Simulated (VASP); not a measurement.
A run of VASP 6.6.1:

The input INCAR:

```
PREC = Accurate
ENCUT = 520
EDIFF = 1E-7
ISMEAR = 0
SIGMA = 0.05
LREAL = False
LASPH = True
NELM = 100
ALGO = Normal
ISIF = 2
LWAVE = False
LCHARG = False
GGA = PS
NBANDS = 11
```

KPOINTS

```
regular mesh
0
Gamma
  12 12 12
```

Contents of POSCAR:

```
SiC
1.0
    0.0000000000      2.2418967778      2.2418967778
    2.2418967778      0.0000000000      2.2418967778
    2.2418967778      2.2418967778      0.0000000000
Si C
1 1
Direct
    0.0000000000      0.0000000000      0.0000000000
    0.7500000000      0.7500000000      0.7500000000
```

Potentials or basis: VASP PAW PBE potentials, release 64 (Si, C).

Command:

```bash
$ cat potpaw_PBE.64/Si/POTCAR potpaw_PBE.64/C/POTCAR > POTCAR
$ mpirun -np 1 vasp_std > vasp.out
```

Hardware: 1 thread of AMD EPYC 9R45 96-Core Processor (Zen 5), with other jobs on the host.

Question: How long does it take, and how much memory?

Answer: Wall time 9.3 s on 1 thread of AMD EPYC 9R45 96-Core Processor (Zen 5), on a shared host, peak memory 0.11 GiB. Counts: scf iterations 13, k points 72.
